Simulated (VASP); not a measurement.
# Ni (Fm-3m) in VASP: further runs

Ni is run at these levels: LDA; tasks: single point, relaxation of cell and atoms.

Everything below comes from runs of VASP 6.6.1. Logs are shortened: lines on timing, memory, paths and dates and some standing lists are left out, and cuts for length are marked.

## Step 1: The cell of the first run

It takes space group Fm-3m (No. 225, cubic). Conventional cell: a = 3.422 Å, b = 3.422 Å, c = 3.422 Å, α = 90.00°, β = 90.00°, γ = 90.00°. Ni (site symmetry m-3m) has 12 Ni at 2.42 Å within 3.2 Å.

## Step 2: Single point, LDA, collinear spin, ferromagnetic start

The input, INCAR:

```
  ALGO = Normal
  EDIFF = 1E-6
  ENCUT = 520
  GGA = CA
  ISIF = 2
  ISMEAR = 0
  ISPIN = 2
  LASPH = T
  LCHARG = T
  LELF = T
  LMAXMIX = 4
  LORBIT = 11
  LREAL = F
  LVHAR = T
  LWAVE = F
  MAGMOM = 1.5
  NBANDS = 15
  NELM = 150
  PREC = Accurate
  SIGMA = 0.1
```

The input, KPOINTS:

```
k-points
0
Gamma
  12 12 12
```

The input, POSCAR:

```
Ni
1.0
    0.0000000000      1.7108449141      1.7108449141
    1.7108449141      0.0000000000      1.7108449141
    1.7108449141      1.7108449141      0.0000000000
Ni
1
Direct
    0.0000000000      0.0000000000      0.0000000000
```

Potentials or basis: VASP PAW LDA potentials, release 64 (Ni).

The run is started by

```sh
$ cat potpaw_LDA.64/Ni/POTCAR > POTCAR
$ mpirun -np 1 vasp_std > vasp.out
```

OUTCAR:

```text
EDIFF = 1E-6
   ENCUT = 520
   GGA = CA
   ISIF = 2
   ISMEAR = 0
   ISPIN = 2
   LASPH = T
   LORBIT = 11
   LREAL = F
   NELM = 150
   PREC = Accurate

 ion  position               nearest neighbor table
   1  0.000  0.000  0.000-

  LATTYP: Found a face centered cubic cell.
 ALAT       =     3.4216898282

  Lattice vectors:

 A1 = (   0.0000000000,   1.7108449141,   1.7108449141)
 A2 = (   1.7108449141,   0.0000000000,   1.7108449141)
 A3 = (   1.7108449141,   1.7108449141,   0.0000000000)

Analysis of symmetry for initial positions (statically):
=====================================================================
 Subroutine PRICEL returns:
 Original cell was already a primitive cell.

 Routine SETGRP: Setting up the symmetry group for a
 face centered cubic supercell.

 Subroutine GETGRP returns: Found 48 space group operations
 (whereof 48 operations were pure point group operations)
 out of a pool of 48 trial point group operations.

The static configuration has the point symmetry O_h .

Analysis of symmetry for dynamics (positions and initial velocities):
=====================================================================
 Subroutine PRICEL returns:
 Original cell was already a primitive cell.

 Routine SETGRP: Setting up the symmetry group for a
 face centered cubic supercell.

 Subroutine GETGRP returns: Found 48 space group operations
 (whereof 48 operations were pure point group operations)
 out of a pool of 48 trial point group operations.

The dynamic configuration has the point symmetry O_h .

Analysis of structural, dynamic, and magnetic symmetry:
=====================================================================
 Subroutine PRICEL returns:
 Original cell was already a primitive cell.

 Routine SETGRP: Setting up the symmetry group for a
 face centered cubic supercell.

 Subroutine GETGRP returns: Found 48 space group operations
 (whereof 48 operations were pure point group operations)
 out of a pool of 48 trial point group operations.

The overall configuration has the point symmetry O_h .

 Subroutine INISYM returns: Found 48 space group operations
 (whereof 48 operations are pure point group operations),
 and found     1 'primitive' translations

----------------------------------------------------------------------------------------

                                     Primitive cell

  volume of cell :      10.0153

  direct lattice vectors                    reciprocal lattice vectors
     0.000000000  1.710844914  1.710844914    -0.292253258  0.292253258  0.292253258
     1.710844914  0.000000000  1.710844914     0.292253258 -0.292253258  0.292253258
     1.710844914  1.710844914  0.000000000     0.292253258  0.292253258 -0.292253258

  length of vectors
     2.419500081  2.419500081  2.419500081     0.506197491  0.506197491  0.506197491

  position of ions in fractional coordinates (direct lattice)
     0.000000000  0.000000000  0.000000000

  ion indices of the primitive-cell ions
   primitive index   ion index
                 1           1

----------------------------------------------------------------------------------------

 KPOINTS: k-points

Automatic generation of k-mesh.
 Grid dimensions read from file:
 generate k-points for:   12   12   12

 Generating k-lattice:

  Cartesian coordinates                     Fractional coordinates (reciprocal lattice)
    -0.024354438  0.024354438  0.024354438     0.083333333  0.000000000  0.000000000
     0.024354438 -0.024354438  0.024354438     0.000000000  0.083333333  0.000000000
     0.024354438  0.024354438 -0.024354438     0.000000000  0.000000000  0.083333333

  Length of vectors
     0.042183124  0.042183124  0.042183124

  Shift w.r.t. Gamma in fractional coordinates (k-lattice)
     0.000000000  0.000000000  0.000000000

 Subroutine IBZKPT returns following result:
 ===========================================

 Found     72 irreducible k-points:

 Following reciprocal coordinates:
            Coordinates               Weight
  0.000000  0.000000  0.000000      1.000000
  0.083333  0.000000  0.000000      8.000000
  0.166667  0.000000  0.000000      8.000000
  0.250000  0.000000  0.000000      8.000000
  0.333333  0.000000  0.000000      8.000000
  0.416667  0.000000  0.000000      8.000000
[... 16 lines left out ...]
  0.500000  0.166667  0.000000     24.000000
 -0.416667  0.166667  0.000000     24.000000
 [... further k-points ...]
   k-points           NKPTS =     72   k-points in BZ     NKDIM =     72   number of bands    NBANDS=     15
   number of dos      NEDOS =    301   number of ions     NIONS =      1
   total plane-waves  NPLWV =   5832
   dimension x,y,z NGX =    18 NGY =   18 NGZ =   18
   dimension x,y,z NGXF=    36 NGYF=   36 NGZF=   36
   ions per type =               1
   NGX,Y,Z   is equivalent  to a cutoff of  12.37, 12.37, 12.37 a.u.
   NGXF,Y,Z  is equivalent  to a cutoff of  24.74, 24.74, 24.74 a.u.
 SYSTEM =  unknown system
   PREC   = accura    normal or accurate (medium, high low for compatibility)
   ISTART =      0    job   : 0-new  1-cont  2-samecut
   ICHARG =      2    charge: 1-file 2-atom 10-const
   ISPIN  =      2    spin polarized calculation?
   LNONCOLLINEAR =      F non collinear calculations
   LSORBIT =      F    spin-orbit coupling
   LASPH  =      T    aspherical Exc in radial PAW
   ENCUT  =  520.0 eV  38.22 Ry    6.18 a.u.   4.50  4.50  4.50*2*pi/ulx,y,z
   NELM   =    150;   NELMIN=  2; NELMDL= -5     # of ELM steps
   EDIFF  = 0.1E-05   stopping-criterion for ELM
   LREAL  =      F    real-space projection
   EDIFFG = 0.1E-04   stopping-criterion for IOM
   NSW    =      0    number of steps for IOM
   IBRION =     -1    ionic relax: 0-MD 1-quasi-New 2-CG
   NFREE  =      0    steps in history (QN), initial steepest desc. (CG)
   ISIF   =      2    stress and relaxation
   ISYM   =      2    0-nonsym 1-usesym 2-fastsym
   POTIM  = 0.5000    time-step for ionic-motion
   TEBEG  =    0.0;   TEEND  =   0.0 temperature during run
   PSTRESS=    0.0 pullay stress
   NELECT =      10.0000    total number of electrons
   NUPDOWN=      -1.0000    fix difference up-down
   EMIN   =  10.00;   EMAX   =-10.00  energy-range for DOS
   EFERMI =   0.00;   METHOD = LEGACY
   ISMEAR =     0;   SIGMA  =   0.10  broadening in eV -4-tet -1-fermi 0-gaus
   EFERMI_NEDOS =   21; number of points for ismear=-14 and -15
   IALGO  =     38    algorithm
   IMIX   =      4    mixing-type and parameters
     AMIX     =   0.40;   BMIX     =  1.00
     AMIX_MAG =   1.60;   BMIX_MAG =  1.00
  volume/ion in A,a.u.               =      10.02        67.59
  Fermi-wavevector in a.u.,A,eV,Ry     =   1.636267  3.092096 36.427829  2.677370
  Thomas-Fermi vector in A             =   2.727602
   LORBIT       =     11    0 simple, 1 ext, 2 COOP (PROOUT), +10 PAW based schemes
   GGA     = CA    functional components
   LHFCALC =     F    Hartree Fock is set to
   AEXX    =    0.0000 exact exchange contribution
   IVDW    =     0    specifies the selected vdW correction
   LEPSILON=     F    determine dielectric tensor
   LRPA    =     F    only Hartree local field effects (RPA)
 spin polarized calculation
 Gauss-broadening in eV      SIGMA  =   0.10
  energy-cutoff  :      520.00
  volume of cell :       10.02
 maximum number of plane-waves:       290
 NGX is ok and might be reduce to    18
   NGX =  9   NGY =  9   NGZ =  9

 number of electron      10.0000000 magnetization       1.5000000

 number of electron       9.9999991 magnetization       0.5117834

 Free energy of the ion-electron system (eV)
  ---------------------------------------------------
  ext. energy  EPLUGINS =         0.00000000
  ---------------------------------------------------
  free energy    TOTEN  =        -6.58215400 eV

  energy without entropy =       -6.57253593  energy(sigma->0) =       -6.57734496

 E-fermi :  10.2433     XC(G=0): -14.1096

 val. band max:       10.2367464328   @ k =  -0.4167   0.0833   0.0000
 cond. band min:      10.2563314984   @ k =   0.5000   0.2500   0.0833
 fundamental gap:      0.0195850657
 Fermi energy:        10.2433248394

 spin component 1

 k-point     1 :       0.0000    0.0000    0.0000
  band No.  band energies     occupation
      1       0.6930      1.00000
      2       7.7321      1.00000
      3       7.7321      1.00000
      4       7.7321      1.00000
      5       9.0369      1.00000
      6       9.0369      1.00000
      7      34.7340      0.00000
      8      39.1576      0.00000
      9      39.1576      0.00000
     10      39.1576      0.00000
     11      42.4374      0.00000
     12      42.4374      0.00000
     13      42.4374      0.00000
     14      45.3820      0.00000
     15      52.3662      0.00000
[... 397 lines left out ...]
 k-point    24 :      -0.4167    0.1667    0.0000
  band No.  band energies     occupation
      1       5.6330      1.00000
      2       7.2356      1.00000
      3       7.9229      1.00000
      4       8.1474      1.00000
      5       9.6685      1.00000
      6      12.6948      0.00000
      7      17.0859      0.00000
      8      27.9553      0.00000
      9      32.9894      0.00000
     10      34.1128      0.00000
     11      43.7693      0.00000
     12      44.2088      0.00000
     13      51.6916      0.00000
     14      54.1580      0.00000
     15      55.7671      0.00000

 [... further k-points ...]

 spin component 2

 k-point     1 :       0.0000    0.0000    0.0000
  band No.  band energies     occupation
      1       0.7253      1.00000
      2       8.2659      1.00000
      3       8.2659      1.00000
      4       8.2659      1.00000
      5       9.5140      1.00000
      6       9.5140      1.00000
      7      34.7161      0.00000
      8      39.1892      0.00000
      9      39.1892      0.00000
     10      39.1892      0.00000
     11      42.5813      0.00000
     12      42.5813      0.00000
     13      42.5813      0.00000
     14      45.3598      0.00000
     15      52.5290      0.00000
[... 397 lines left out ...]
 k-point    24 :      -0.4167    0.1667    0.0000
  band No.  band energies     occupation
      1       5.9802      1.00000
      2       7.6069      1.00000
      3       8.3186      1.00000
      4       8.6223      1.00000
      5      10.2336      0.55481
      6      12.9770      0.00000
      7      17.3765      0.00000
      8      28.0674      0.00000
      9      33.0942      0.00000
     10      34.1720      0.00000
     11      43.8602      0.00000
     12      44.2656      0.00000
     13      51.8693      0.00000
     14      54.4919      0.00000
     15      55.9372      0.00000

 [... further k-points ...]
[... 5 lines left out ...]
  --------------------------------------------------------------------------------------
  -------------------------------------------------------------------------------------
  Total        0.0013327      0.0013327      0.0013327     -0.0000000      0.0000000     -0.0000000
  in kB        0.2132001      0.2132001      0.2132001     -0.0000000      0.0000000     -0.0000000
  external PRESSURE =       0.2132001 kB  Pullay stress =       0.0000000 kB

 VOLUME and BASIS-vectors are now :
 -----------------------------------------------------------------------------
  energy-cutoff  :      520.00
  volume of cell :       10.02
      direct lattice vectors                 reciprocal lattice vectors
     0.000000000  1.710844914  1.710844914    -0.292253258  0.292253258  0.292253258
     1.710844914  0.000000000  1.710844914     0.292253258 -0.292253258  0.292253258
     1.710844914  1.710844914  0.000000000     0.292253258  0.292253258 -0.292253258

 POSITION                                       TOTAL-FORCE (eV/Angst)
 -----------------------------------------------------------------------------------
      0.00000      0.00000      0.00000         0.000000      0.000000      0.000000
 -----------------------------------------------------------------------------------
    total drift:                                0.000000     -0.000000      0.000000

  FREE ENERGIE OF THE ION-ELECTRON SYSTEM (eV)
  ---------------------------------------------------
  free  energy   TOTEN  =        -6.5821539965 eV

  energy  without entropy=       -6.5725359256  energy(sigma->0) =       -6.57734496

 total charge

# of ion       s       p       d       tot
------------------------------------------
    1        0.534   0.573   8.372   9.479

 magnetization (x)

# of ion       s       p       d       tot
------------------------------------------
    1       -0.007  -0.019   0.538   0.512
```

It took 39 s on 1 thread of AMD EPYC, shared host; peak memory 0.1 GiB.

What came out:

- Free energy: -6.5822 eV
- Pressure: 0.0 GPa
- Net moment: 0.51 μB per cell
- Site moments: Ni +0.51 μB
- Valence electrons inside the program's atomic spheres: Ni 9.48

## Step 3: Relaxation of cell and atoms, LDA, collinear spin, ferromagnetic start

This run uses another cell than the first one, of 10.94 Å³/atom, 1.092 times its volume.

The input, INCAR:

```
SYSTEM = Ni
ALGO = Normal
EDIFF = 1E-6
EDIFFG = -0.03
ENCUT = 600
GGA = CA
IBRION = 2
ISIF = 3
ISMEAR = 0
ISPIN = 2
LASPH = .True.
LCHARG = .False.
LMAXMIX = 4
LORBIT = 11
LREAL = .False.
LWAVE = .False.
MAGMOM = 1.5
NELM = 150
NSW = 80
PREC = Accurate
SIGMA = 0.1
```

The input, KPOINTS:

```
k-points
0
Gamma
  12 12 12
  0 0 0
```

The input, POSCAR:

```
Ni
1.0
    0.0000000000      1.7619350000      1.7619350000
    1.7619350000      0.0000000000      1.7619350000
    1.7619350000      1.7619350000      0.0000000000
Ni
1
Direct
    0.0000000000      0.0000000000      0.0000000000
```

Potentials or basis: VASP PAW LDA potentials, release 64 (Ni).

The run is started by

```sh
$ cat potpaw_LDA.64/Ni/POTCAR > POTCAR
$ mpirun -np 1 vasp_std > vasp.out
```

Run time: 78 s. Hardware: 1 thread of AMD EPYC, shared host; peak memory 0.11 GiB.

Results (log left out):

```yaml
Free_energy: -6.5826 eV
Relaxed_volume: 10.02 Å³/atom
Relaxed_cell: a = 2.420 Å, b = 2.420 Å, c = 2.420 Å, α = 60.00°, β = 60.00°, γ = 60.00°
Space_group_after_relaxing_to_0.05_Å: Fm-3m (No. 225)
Energy_gained_by_relaxing: 57.1 meV/atom
Ionic_steps: 3
Pressure_after_relaxing: -0.4 GPa
Net_moment: 0.51 μB per cell
Site_moments: Ni +0.51 μB
Valence_electrons_inside_the_program's_atomic_spheres: Ni 9.48
```

The path:
| step | energy change (eV) | largest force (eV/Å) | pressure (GPa) | volume (Å³) |
| --- | --- | --- | --- | --- |
| 1 | 0.0000 | 0.0000 | -17.90 | 10.94 |
| 2 | 0.0184 | 0.0000 | 29.73 | 9.12 |
| 3 | -0.0571 | 0.0000 | -0.38 | 10.02 |

Final structure:
```
CELL_PARAMETERS angstrom
0.00000 1.71135 1.71135
1.71135 0.00000 1.71135
1.71135 1.71135 0.00000
ATOMIC_POSITIONS crystal
Ni 0.00000 0.00000 0.00000
```

Levels at points of the mesh, in eV from the Fermi level:
Spin up:
```
           k point  band 3  band 4  band 5  band 6  band 7  band 8
(0.00, 0.00, 0.00)   -2.51   -2.51   -1.21   -1.21   24.48   28.90
(0.50, 0.00, 0.00)   -2.52   -0.42   -0.42   -0.38    6.37   22.97
(0.50, 0.50, 0.00)   -0.39   -0.25   -0.25    2.53   10.08   15.57
```
Spin down:
```csv
k point,band 2,band 3,band 4,band 5,band 6,band 7,band 8,band 9
"(0.00, 0.00, 0.00)",-1.97,-1.97,-1.97,-0.73,-0.73,24.47,28.93,28.93
"(0.50, 0.00, 0.00)",-2.05,-2.05,-0.36,0.14,0.14,6.71,22.94,26.14
"(0.50, 0.50, 0.00)",-4.09,0.11,0.37,0.37,2.57,10.32,15.63,15.63
```
